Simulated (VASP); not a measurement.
# ZnSe (F-43m) in VASP: further runs, part 2 of 2

VASP 6.6.1. Earlier steps stand in the parts before.

**3. Electric field gradients, LDA (23.21 Å³/atom)**

This run uses another cell than the first one, of 23.21 Å³/atom.

INCAR

```
PREC = Accurate
ENCUT = 520
EDIFF = 1E-8
ISMEAR = -1
SIGMA = 0.03
LREAL = F
LASPH = T
NELM = 80
ALGO = Normal
ISIF = 2
LWAVE = F
LCHARG = F
LEFG = T
NBANDS = 16
```

KPOINTS

```
regular mesh
0
Gamma
  8 8 8
```

POSCAR

```
ZnSe
1.0
    0.0000000000      2.8525674344      2.8525674344
    2.8525674344      0.0000000000      2.8525674344
    2.8525674344      2.8525674344      0.0000000000
Zn Se
1 1
Direct
    0.0000000000      0.0000000000      0.0000000000
    0.7500000000      0.7500000000      0.7500000000
```

Potentials or basis: VASP PAW LDA potentials, release 64 (Zn, Se).

Started as:

```sh
$ cat potpaw_LDA.64/Zn/POTCAR potpaw_LDA.64/Se/POTCAR > POTCAR
$ mpirun -np 1 vasp_std > vasp.out
```

OUTCAR:

```text
PREC = Accurate
   ENCUT = 520
   EDIFF = 1E-8
   ISMEAR = -1
   LREAL = F
   LASPH = T
   NELM = 80
   ISIF = 2

 ion  position               nearest neighbor table
   1  0.000  0.000  0.000-   2 2.47   2 2.47   2 2.47   2 2.47
   2  0.750  0.750  0.750-   1 2.47   1 2.47   1 2.47   1 2.47

  LATTYP: Found a face centered cubic cell.
 ALAT       =     5.7051348688

  Lattice vectors:

 A1 = (   0.0000000000,   2.8525674344,   2.8525674344)
 A2 = (   2.8525674344,   0.0000000000,   2.8525674344)
 A3 = (   2.8525674344,   2.8525674344,   0.0000000000)

Analysis of symmetry for initial positions (statically):
=====================================================================
 Subroutine PRICEL returns:
 Original cell was already a primitive cell.

 Routine SETGRP: Setting up the symmetry group for a
 face centered cubic supercell.

 Subroutine GETGRP returns: Found 24 space group operations
 (whereof 24 operations were pure point group operations)
 out of a pool of 48 trial point group operations.

The static configuration has the point symmetry T_d .

Analysis of symmetry for dynamics (positions and initial velocities):
=====================================================================
 Subroutine PRICEL returns:
 Original cell was already a primitive cell.

 Routine SETGRP: Setting up the symmetry group for a
 face centered cubic supercell.

 Subroutine GETGRP returns: Found 24 space group operations
 (whereof 24 operations were pure point group operations)
 out of a pool of 48 trial point group operations.

The dynamic configuration has the point symmetry T_d .

 Subroutine INISYM returns: Found 24 space group operations
[... 156 lines left out ...]
      3      -5.2707      2.00000
      4      -5.2707      2.00000
      5      -4.9288      2.00000
      6      -4.9288      2.00000
[... 433 lines left out ...]
      3      -5.1391      2.00000
      4      -4.9577      2.00000
      5      -4.9218      2.00000
      6      -4.7256      2.00000
[... 8 lines left out ...]
     15      13.8636      0.00000
     16      14.6562      0.00000

 [... further k-points ...]

------------------------ aborting loop because EDIFF is reached ----------------------------------------

  FORCE on cell =-STRESS in cart. coord.  units (eV):
  Direction    XX          YY          ZZ          XY          YZ          ZX
  --------------------------------------------------------------------------------------
  -------------------------------------------------------------------------------------
  Total       -1.2078152     -1.2078152     -1.2078152      0.0000000      0.0000000      0.0000000
  in kB      -41.6843775    -41.6843775    -41.6843775      0.0000000      0.0000000      0.0000000
  external PRESSURE =     -41.6843775 kB  Pullay stress =       0.0000000 kB

 VOLUME and BASIS-vectors are now :
 -----------------------------------------------------------------------------
  energy-cutoff  :      520.00
  volume of cell :       46.42
      direct lattice vectors                 reciprocal lattice vectors
     0.000000000  2.852567434  2.852567434    -0.175280694  0.175280694  0.175280694
     2.852567434  0.000000000  2.852567434     0.175280694 -0.175280694  0.175280694
     2.852567434  2.852567434  0.000000000     0.175280694  0.175280694 -0.175280694

 POSITION                                       TOTAL-FORCE (eV/Angst)
 -----------------------------------------------------------------------------------
      0.00000      0.00000      0.00000        -0.000000      0.000000     -0.000000
      4.27885      4.27885      4.27885         0.000000     -0.000000      0.000000
 -----------------------------------------------------------------------------------
    total drift:                                0.000001      0.000001      0.000001

  FREE ENERGIE OF THE ION-ELECTRON SYSTEM (eV)
  ---------------------------------------------------
  free  energy   TOTEN  =        -7.3297736066 eV

  energy  without entropy=       -7.3297736061  energy(sigma->0) =       -7.32977361

 Electric field gradients (V/A^2)
---------------------------------------------------------------------
 ion       V_xx      V_yy      V_zz      V_xy      V_xz      V_yz
---------------------------------------------------------------------
   1       0.000     0.000    -0.000     0.000     0.000     0.000
   2      -0.000    -0.000     0.000    -0.000    -0.000    -0.000
---------------------------------------------------------------------

 Electric field gradients after diagonalization (V/A^2)
 (convention: |V_zz| > |V_xx| > |V_yy|)
----------------------------------------------------------------------
 ion       V_xx      V_yy      V_zz     asymmetry (V_yy - V_xx)/ V_zz
----------------------------------------------------------------------
   1      -0.000    -0.000     0.000       0.000
   2       0.000     0.000    -0.000       0.000
----------------------------------------------------------------------

           NMR quadrupolar parameters

 Cq : quadrupolar parameter    Cq=e*Q*V_zz/h
 eta: asymmetry parameters     (V_yy - V_xx)/ V_zz
 Q  : nuclear electric quadrupole moment in mb (millibarn)
----------------------------------------------------------------------
 ion       Cq(MHz)       eta       Q (mb)
----------------------------------------------------------------------
   1       0.000       0.000       1.000
   2      -0.000       0.000       1.000
----------------------------------------------------------------------
```

OSZICAR:

```text
N       E                     dE             d eps       ncg     rms          rms(c)
DAV:   1     0.864139850561E+02    0.86414E+02   -0.87396E+03   928   0.127E+03
DAV:   2    -0.194003965084E+01   -0.88354E+02   -0.82118E+02  1032   0.248E+02
DAV:   3    -0.758797513668E+01   -0.56479E+01   -0.56275E+01  1152   0.619E+01
DAV:   4    -0.763554866341E+01   -0.47574E-01   -0.47569E-01  1080   0.611E+00
DAV:   5    -0.763580190999E+01   -0.25325E-03   -0.25324E-03  1208   0.400E-01    0.460E+00
DAV:   6    -0.735904274147E+01    0.27676E+00   -0.55029E-01  1368   0.241E+01    0.353E+00
DAV:   7    -0.733462414517E+01    0.24419E-01   -0.13746E-01  1128   0.355E+00    0.148E+00
DAV:   8    -0.733028455127E+01    0.43396E-02   -0.30657E-03  1400   0.680E-01    0.388E-01
DAV:   9    -0.732976127632E+01    0.52327E-03   -0.86872E-04  1064   0.236E-01    0.587E-02
DAV:  10    -0.732977740621E+01   -0.16130E-04   -0.85801E-05  1160   0.950E-02    0.146E-02
DAV:  11    -0.732977349254E+01    0.39137E-05   -0.97905E-06  1368   0.531E-02    0.354E-03
DAV:  12    -0.732977359207E+01   -0.99526E-07   -0.17427E-06  1064   0.881E-03    0.128E-03
DAV:  13    -0.732977360510E+01   -0.13031E-07   -0.62508E-08  1152   0.298E-03    0.372E-04
DAV:  14    -0.732977360657E+01   -0.14697E-08   -0.27363E-09   704   0.592E-04
   1 F= -.73297736E+01 E0= -.73297736E+01  d E =-.505110E-09
```

It took 44 s on 1 thread of Intel Xeon 8259CL, shared host; peak memory 0.16 GiB.

What came out:

* Free energy: -7.3298 eV
* Pressure: -4.2 GPa
* Band gap on the k mesh: 0.99 eV
* Largest electric field gradient by atom: zero within the noise of the run

Levels at points of the mesh, in eV from the valence-band top:
| k point | band 5 | band 6 | band 7 | band 8 | band 9 | band 10 | band 11 | band 12 | band 13 | band 14 |
| --- | --- | --- | --- | --- | --- | --- | --- | --- | --- | --- |
| (0.00, 0.00, 0.00) | -6.26 | -6.26 | 0.00 | 0.00 | 0.00 | 0.99 | 5.71 | 5.71 | 5.71 | 9.56 |
| (0.50, 0.00, 0.00) | -6.25 | -6.11 | -5.17 | -0.85 | -0.85 | 2.34 | 6.29 | 6.29 | 8.29 | 10.63 |
| (0.50, 0.50, 0.00) | -6.22 | -6.09 | -4.74 | -2.13 | -2.13 | 2.85 | 3.32 | 10.37 | 10.95 | 10.95 |

Caveat: the cell stands under tension.

**4. Electric field gradients, LDA (23.21 Å³/atom)**

This run uses another cell than the first one, of 23.21 Å³/atom.

INCAR

```
ALGO = Normal ; EDIFF = 1E-8
ENCUT = 520 ; GGA = CA
ISIF = 2 ; ISMEAR = -1
LASPH = T ; LCHARG = F
LEFG = T ; LREAL = F
LWAVE = F ; NBANDS = 16
NELM = 100 ; PREC = Accurate
SIGMA = 0.03
```

KPOINTS

```
k-points
0
Gamma
  8 8 8
```

POSCAR is that of step 3.

Potentials or basis: VASP PAW LDA potentials, release 64 (Zn, Se).

Started as:

```sh
$ cat potpaw_LDA.64/Zn/POTCAR potpaw_LDA.64/Se/POTCAR > POTCAR
$ mpirun -np 1 vasp_std > vasp.out
```

OUTCAR:

```text
EDIFF = 1E-8
   ENCUT = 520
   GGA = CA
   ISIF = 2
   ISMEAR = -1
   LASPH = T
   LREAL = F
   NELM = 100
   PREC = Accurate

 ion  position               nearest neighbor table
   1  0.000  0.000  0.000-   2 2.47   2 2.47   2 2.47   2 2.47
   2  0.750  0.750  0.750-   1 2.47   1 2.47   1 2.47   1 2.47

  LATTYP: Found a face centered cubic cell.
 ALAT       =     5.7051348688

  Lattice vectors:

 A1 = (   0.0000000000,   2.8525674344,   2.8525674344)
 A2 = (   2.8525674344,   0.0000000000,   2.8525674344)
 A3 = (   2.8525674344,   2.8525674344,   0.0000000000)

[... 667 lines left out ...]
  free  energy   TOTEN  =        -7.3297736066 eV

  energy  without entropy=       -7.3297736061  energy(sigma->0) =       -7.32977361

 Electric field gradients (V/A^2)
---------------------------------------------------------------------
 ion       V_xx      V_yy      V_zz      V_xy      V_xz      V_yz
---------------------------------------------------------------------
   1       0.000     0.000    -0.000     0.000     0.000     0.000
   2      -0.000    -0.000     0.000    -0.000    -0.000    -0.000
---------------------------------------------------------------------

 Electric field gradients after diagonalization (V/A^2)
 (convention: |V_zz| > |V_xx| > |V_yy|)
----------------------------------------------------------------------
 ion       V_xx      V_yy      V_zz     asymmetry (V_yy - V_xx)/ V_zz
----------------------------------------------------------------------
   1      -0.000    -0.000     0.000       0.000
   2       0.000     0.000    -0.000       0.000
----------------------------------------------------------------------

           NMR quadrupolar parameters

 Cq : quadrupolar parameter    Cq=e*Q*V_zz/h
 eta: asymmetry parameters     (V_yy - V_xx)/ V_zz
 Q  : nuclear electric quadrupole moment in mb (millibarn)
----------------------------------------------------------------------
 ion       Cq(MHz)       eta       Q (mb)
----------------------------------------------------------------------
   1       0.000       0.000       1.000
   2      -0.000       0.000       1.000
----------------------------------------------------------------------
```

OSZICAR:

```text
N       E                     dE             d eps       ncg     rms          rms(c)
DAV:   1     0.864139850561E+02    0.86414E+02   -0.87396E+03   928   0.127E+03
DAV:   2    -0.194003965084E+01   -0.88354E+02   -0.82118E+02  1032   0.248E+02
DAV:   3    -0.758797513668E+01   -0.56479E+01   -0.56275E+01  1152   0.619E+01
DAV:   4    -0.763554866341E+01   -0.47574E-01   -0.47569E-01  1080   0.611E+00
DAV:   5    -0.763580190999E+01   -0.25325E-03   -0.25324E-03  1208   0.400E-01    0.460E+00
DAV:   6    -0.735904274147E+01    0.27676E+00   -0.55029E-01  1368   0.241E+01    0.353E+00
DAV:   7    -0.733462414517E+01    0.24419E-01   -0.13746E-01  1128   0.355E+00    0.148E+00
DAV:   8    -0.733028455127E+01    0.43396E-02   -0.30657E-03  1400   0.680E-01    0.388E-01
DAV:   9    -0.732976127632E+01    0.52327E-03   -0.86872E-04  1064   0.236E-01    0.587E-02
DAV:  10    -0.732977740621E+01   -0.16130E-04   -0.85801E-05  1160   0.950E-02    0.146E-02
DAV:  11    -0.732977349254E+01    0.39137E-05   -0.97905E-06  1368   0.531E-02    0.354E-03
DAV:  12    -0.732977359207E+01   -0.99526E-07   -0.17427E-06  1064   0.881E-03    0.128E-03
DAV:  13    -0.732977360510E+01   -0.13031E-07   -0.62508E-08  1152   0.298E-03    0.372E-04
DAV:  14    -0.732977360657E+01   -0.14697E-08   -0.27363E-09   704   0.592E-04
   1 F= -.73297736E+01 E0= -.73297736E+01  d E =-.505110E-09
```

stdout:

```text
POSCAR found type information on POSCAR ZnSe
 POSCAR found :  2 types and       2 ions
 scaLAPACK will be used
 LDA part: xc-table for (Slater(with rela. corr.)+CA(PZ))
 , standard interpolation
 POSCAR, INCAR and KPOINTS ok, starting setup
 FFT: planning ... GRIDC
 FFT: planning ... GRID_SOFT
 FFT: planning ... GRID
 WAVECAR not read
 entering main loop
ion   1

ion   2
```

Wall time 39 s (1 thread of Intel Xeon 8259CL, shared host); peak memory 0.16 GiB.

What came out:

```yaml
Free_energy: -7.3298 eV
Pressure: -4.2 GPa
Band_gap_on_the_k_mesh: 0.99 eV
Largest_electric_field_gradient_by_atom: zero within the noise of the run
```

Caveat: the cell stands under tension.
